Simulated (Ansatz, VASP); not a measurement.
**Hg: VASP beside Ansatz**

Contents of INCAR:

```
PREC = Accurate ; ENCUT = 520
EDIFF = 1E-6 ; ISMEAR = 0
SIGMA = 0.05 ; LREAL = F
LASPH = T ; NELM = 80
ALGO = Fast ; ISIF = 2
LWAVE = F ; LCHARG = T
GGA = PE ; LELF = T
LVHAR = T ; NBANDS = 25
```

KPOINTS

```
regular mesh
0
Gamma
  9 9 10
```

File POSCAR:

```
Hg
1.0
    4.4473209336      0.0000000000      0.0000000000
   -2.2236604668      3.8514929073      0.0000000000
    0.0000000000      0.0000000000      3.7909982407
Hg
3
Direct
    0.3333333333      0.6666666667      0.5000000000
    0.0000000000      0.0000000000      0.0000000000
    0.6666666667      0.3333333333      0.5000000000
```

Input for Ansatz:

```yaml
crystal:
  lattice:
    - [4.4473209336, 0.0, 0.0]
    - [-2.2236604668, 3.8514929073, 0.0]
    - [0.0, 0.0, 3.7909982407]
  atoms:
    - { symbol: Hg, position: [0.3333333333, 0.6666666667, 0.5] }
    - { symbol: Hg, position: [0.0, 0.0, 0.0] }
    - { symbol: Hg, position: [0.6666666667, 0.3333333333, 0.5] }
basis:
  ecutwfc: 420
  fft_grid_basis: typed
kpoints:
  mp_grid: { grid: [9, 9, 10] }
hamiltonian:
  xc: pbe
  pseudopotentials: { kind: paw }
scf:
  occupations: { method: gaussian, width: 0.05 }
output:
  forces: true
  stress: true
  eigenvalues: true
  bader: true
  write_density: true
  volumetric_format: npy
  elf: true
```

Alike in both runs: task single point; functional PBE; k mesh 9 × 9 × 10; occupations gaussian, width 0.05 eV; no spin polarisation.

|  | VASP | Ansatz |
| --- | --- | --- |
| version | VASP 6.6.1 | Ansatz 0.2.0 |
| potentials or method | VASP PAW PBE potentials, release 64 (Hg), cutoff 520 eV | scalar-relativistic, plane waves, PAW |
| valence electrons in the cell | 36 | 60 |

VASP gave:

* gap on the k mesh at the Fermi level (eV): none
* pressure (GPa): 20.8
* traceless stress, the component that is largest in VASP (GPa): -13.44

Task: What did Ansatz give for the same quantities?

Result: gap on the k mesh at the Fermi level (eV): none; pressure (GPa): 19.7; traceless stress, the component that is largest in VASP (GPa): -12.69.

A gap of «none» marks a metal or a gap that the smearing closes. VASP's potentials hold 36 valence electrons a cell and Ansatz's 60, so a difference there can come from the potentials and not from the codes.

Neither program's run includes spin-orbit coupling.
